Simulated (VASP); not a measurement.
Input of a VASP 6.6.1 run:

POSCAR

```
Rb2NaYO6
1.0
    0.0000000000      4.3820850000      4.3820850000
    4.3820850000      0.0000000000      4.3820850000
    4.3820850000      4.3820850000      0.0000000000
O Na Y Rb
6 1 1 2
Direct
    0.7560000000      0.2440000000      0.2440000000
    0.2440000000      0.7560000000      0.2440000000
    0.2440000000      0.7560000000      0.7560000000
    0.7560000000      0.2440000000      0.7560000000
    0.2440000000      0.2440000000      0.7560000000
    0.7560000000      0.7560000000      0.2440000000
    0.5000000000      0.5000000000      0.5000000000
    0.0000000000      0.0000000000      0.0000000000
    0.2500000000      0.2500000000      0.2500000000
    0.7500000000      0.7500000000      0.7500000000
```

Contents of INCAR.step1:

```
PREC = Accurate ; ENCUT = 520
ISMEAR = 0 ; SIGMA = 0.0388
LREAL = F ; LASPH = T
NELM = 60 ; NBANDS = 47
GGA = PE ; ALGO = Normal
EDIFF = 1E-4 ; LWAVE = T
LCHARG = F
```

File INCAR.step2:

```
PREC = Accurate ; ENCUT = 520
EDIFF = 1E-7 ; ISMEAR = 0
SIGMA = 0.0388 ; LREAL = F
LASPH = T ; NELM = 60
ALGO = Normal ; ISIF = 2
LWAVE = F ; LCHARG = F
METAGGA = R2SCAN ; LMIXTAU = T
NBANDS = 47 ; ISTART = 1
```

KPOINTS

```
Automatic mesh
0
Gamma
  7 7 7
```

Potentials or basis: VASP PAW PBE potentials, release 64 (O, Na_pv, Y_sv, Rb_sv).

Command:

```sh
$ cat potpaw_PBE.64/O/POTCAR potpaw_PBE.64/Na_pv/POTCAR potpaw_PBE.64/Y_sv/POTCAR potpaw_PBE.64/Rb_sv/POTCAR > POTCAR
$ cp INCAR.step1 INCAR
$ mpirun -np 1 vasp_std > vasp.out
$ cp INCAR.step2 INCAR
$ mpirun -np 1 vasp_std > vasp.out
```

What does it give for the pressure?

3.1 GPa.

Estimate the band gap on the k mesh.

zero (bands 36 and 37 overlap by 0.19 eV).

Forces on the atoms (eV/Å):
```
O    0.502  0.000  0.000
O    0.000  0.502  0.000
O   -0.502  0.000  0.000
O    0.000 -0.502  0.000
O    0.000  0.000  0.502
O    0.000  0.000 -0.502
Na   0.000  0.000  0.000
Y    0.000  0.000  0.000
Rb   0.000  0.000  0.000
Rb   0.000  0.000  0.000
```

Caveat: the cell stands under pressure; the PAW data sets were made with another functional, which shifts forces and pressure a little.
